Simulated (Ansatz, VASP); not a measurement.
One calculation of In, two programs

```xyz
2
Lattice="0.0000 3.3197 3.3197 3.3197 0.0000 3.3197 3.3197 3.3197 0.0000" Properties=species:S:1:pos:R:3 pbc="T T T"
In    0.8299    0.8299    0.8299
In    5.8094    5.8094    5.8094
```

Alike in both runs: task single point; functional revPBE; k mesh 9 × 9 × 9; occupations fermi-dirac, width 0.1 eV; no spin polarisation.

|  | VASP | Ansatz |
| --- | --- | --- |
| version | VASP 6.6.1 | Ansatz 0.2.0 |
| potentials or method | VASP PAW PBE potentials, release 64 (In_d), cutoff 520 eV | plane waves (420 eV) with PAW, scalar-relativistic |
| valence electrons in the cell | 26 | 26 |

|  | VASP | Ansatz | Ansatz less VASP |
| --- | --- | --- | --- |
| pressure (GPa) | 2.0 | 2.0 | +0.02 |

VASP's potentials were made for PBE, not for revPBE. With one functional, cell and mesh, what is left measures potentials, basis and numerics.
